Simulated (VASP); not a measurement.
# Mg: relaxation of shape and atoms at fixed volume with PBE

Mg:

```
Mg
1.0
     3.77076    0.00000    0.00000
    -1.88538    3.26557    0.00000
     0.00000    0.00000    4.75077
Mg
4
Direct
  0.00000 0.00000 0.00000
  0.00000 0.00000 0.50000
  0.33333 0.66667 0.25000
  0.66667 0.33333 0.75000
```

| Quantity | Value |
| --- | --- |
| Program | VASP 6.6.1 |
| Task | relaxation of shape and atoms at fixed volume |
| Functional | PBE |
| Potentials or basis | VASP PAW PBE potentials, release 64 (Mg) |
| Cutoff | 600 eV |
| k mesh | 8 × 8 × 5 |
| Occupations | fermi-dirac, width 0.05 eV |
| Spin | no spin polarisation |
| Dipole correction | no |
| Further INCAR settings | ALGO = Normal; EDIFF = 1e-06; IBRION = 2; EDIFFG = -0.005; NSW = 50; ISIF = 4 |

```
Energy gained by relaxing : 1025.4 meV/atom
Ionic steps               : 15
Pressure after relaxing   : 39.5 GPa
Band gap on the k mesh    : zero (bands 4 and 5 overlap by 2.42 eV)
```

Step by step:
| step | energy change (eV) | largest force (eV/Å) | pressure (GPa) | volume (Å³) |
| --- | --- | --- | --- | --- |
| 1 | 0.0000 | 0.0000 | 56.87 | 58.50 |
| 2 | -0.1237 | 0.0000 | 55.95 | 58.50 |
| 3 | -0.3062 | 0.0000 | 54.59 | 58.50 |
| 4 | -0.6554 | 0.0000 | 51.80 | 58.50 |
| 5 | -1.6408 | 0.0000 | 46.63 | 58.50 |
| 6 | -4.0824 | 0.0000 | 39.55 | 58.50 |
| 7 | -3.9500 | 0.0000 | 40.05 | 58.50 |
| 8 | -4.1015 | 0.0000 | 39.47 | 58.50 |
| 9 | -4.1015 | 0.0000 | 39.47 | 58.50 |
| 10 | -4.1015 | 0.0000 | 39.47 | 58.50 |
| 11 | -4.1015 | 0.0000 | 39.47 | 58.50 |
| 12 | -4.1015 | 0.0000 | 39.47 | 58.50 |
| 13 | -4.1015 | 0.0000 | 39.47 | 58.50 |
| 14 | -4.1015 | 0.0000 | 39.47 | 58.50 |
| 15 | -4.1015 | 0.0000 | 39.47 | 58.50 |

Final structure:
```
CELL_PARAMETERS angstrom
2.75111 0.00000 0.00000
-1.37555 2.38253 0.00000
0.00000 0.00000 8.92497
ATOMIC_POSITIONS crystal
Mg 0.00000 0.00000 0.00000
Mg 0.00000 0.00000 0.50000
Mg 0.33333 0.66667 0.25000
Mg 0.66667 0.33333 0.75000
```

Levels at points of the mesh, in eV from the Fermi level:
| k point | band 1 | band 2 | band 3 | band 4 | band 5 | band 6 | band 7 | band 8 |
| --- | --- | --- | --- | --- | --- | --- | --- | --- |
| (0.00, 0.00, 0.00) | -9.13 | -7.26 | -7.25 | -2.46 | -1.25 | 6.49 | 6.51 | 13.77 |
| (0.50, 0.00, 0.00) | -2.95 | -2.73 | -1.63 | -1.34 | -0.59 | -0.38 | 4.69 | 4.82 |

Run time: 2.5 min on 1 thread of AMD EPYC 7R13, on a shared host, peak memory 0.16 GiB.

Caveat: a cell axis changed by over 15 % at a fixed basis, so the end point is rough.
